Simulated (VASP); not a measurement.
Crystal: AlRu.

```
Al Ru
1.0
     2.99160    0.00000    0.00000
     0.00000    2.99160    0.00000
     0.00000    0.00000    2.99160
Al Ru
1 1
Direct
  0.00000 0.00000 0.00000
  0.50000 0.50000 0.50000
```

Program: VASP 6.6.1. Alike in all runs: task single point; potentials or basis VASP PAW PBE potentials, release 64 (Al, Ru_pv); no spin polarisation; cell as given; k mesh 11 × 11 × 11; cutoff (eV) 520; smearing methfessel-paxton 0.1 eV.

Order these runs on this cell by their pressure, lowest first.
A. level PBE
B. level BLYP
C. level RPBE
D. level r2SCAN

D (-1.9 GPa), A (2.6 GPa), C (6.0 GPa), B (9.7 GPa).

Caveats: the PAW data sets were made with another functional, which shifts forces and pressure a little (some runs).
